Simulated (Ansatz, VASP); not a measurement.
**Ta in VASP and in Ansatz**

INCAR

```
SYSTEM = Ta
  PREC = Accurate
  ENCUT = 520
  EDIFF = 1E-6
  ISMEAR = -1
  SIGMA = 0.08
  LREAL = .FALSE.
  LASPH = .TRUE.
  NELM = 100
  ALGO = Normal
  ISIF = 2
  LWAVE = .FALSE.
  LCHARG = .TRUE.
  GGA = PE
  LELF = .TRUE.
  LVHAR = .TRUE.
  NBANDS = 12
```

File KPOINTS:

```
Automatic mesh
0
G
  17 17 17
  0 0 0
```

File POSCAR:

```
Ta
1.0
   -1.6836662614      1.6836662614      1.6836662614
    1.6836662614     -1.6836662614      1.6836662614
    1.6836662614      1.6836662614     -1.6836662614
Ta
1
Direct
    0.0000000000      0.0000000000      0.0000000000
```

Input for Ansatz:

```yaml
crystal:
  lattice:
    - [-1.6836662614, 1.6836662614, 1.6836662614]
    - [1.6836662614, -1.6836662614, 1.6836662614]
    - [1.6836662614, 1.6836662614, -1.6836662614]
  atoms:
    - { symbol: Ta, position: [0.0, 0.0, 0.0] }
kpoints:
  mp_grid: { grid: [17, 17, 17] }
scf:
  occupations: { method: fermi_dirac, width: 0.08 }
hamiltonian:
  xc: pbe
  pseudopotentials: { kind: all_electron, lapw: { basis_error: 0.0005 } }
output:
  forces: true
  stress: true
  eigenvalues: true
```

Change from the starting cell: volume scaled by 1.06.

Alike in both runs: task single point; functional PBE; k mesh 17 × 17 × 17; occupations fermi-dirac, width 0.08 eV; no spin polarisation.

```csv
,VASP,Ansatz
version,VASP 6.6.1,Ansatz 0.2.0
potentials or method,"VASP PAW PBE potentials, release 64 (Ta_pv), cutoff 520 eV","all-electron LAPW, scalar-relativistic"
```

|  | VASP | Ansatz | Ansatz less VASP |
| --- | --- | --- | --- |
| pressure (GPa) | -7.6 | -7.7 | -0.01 |

Ansatz ran all-electron here, and VASP with PAW potentials.

Spin-orbit coupling is off throughout.
